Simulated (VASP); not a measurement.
A run of VASP 6.6.1:

File INCAR:

```
  PREC = Accurate
  ENCUT = 600
  EDIFF = 1E-7
  ISMEAR = 0
  SIGMA = 0.1
  LREAL = False
  LASPH = True
  NELM = 100
  ALGO = Fast
  ISIF = 3
  LWAVE = False
  LCHARG = False
  GGA = PE
  IBRION = 2
  NSW = 100
  EDIFFG = -0.01
```

File KPOINTS:

```
regular mesh
0
Gamma
  12 12 12
```

File POSCAR:

```
Ti3W
1.0
    4.0684249993      0.0000000000      0.0000000000
    0.0000000000      4.0684249993      0.0000000000
    0.0000000000      0.0000000000      4.0684249993
Ti W
3 1
Direct
    0.5000000000      0.0000000000      0.5000000000
    0.0000000000      0.5000000000      0.5000000000
    0.5000000000      0.5000000000      0.0000000000
    0.0000000000      0.0000000000      0.0000000000
```

Potentials or basis: VASP PAW PBE potentials, release 64 (Ti_sv, W_sv).

Command:

```console
$ cat potpaw_PBE.64/Ti_sv/POTCAR potpaw_PBE.64/W_sv/POTCAR > POTCAR
$ mpirun -np 1 vasp_std > vasp.out
```

Hardware: 1 thread of Intel(R) Xeon(R) 6975P-C (Granite Rapids), with other jobs on the host.

**Question.** How long does it take, and how much memory?

**Answer.** It took 10 min on 1 thread of Intel(R) Xeon(R) 6975P-C (Granite Rapids), on a shared host, peak memory 0.35 GiB. Counts: scf iterations 108, k points 84, ion steps 3.
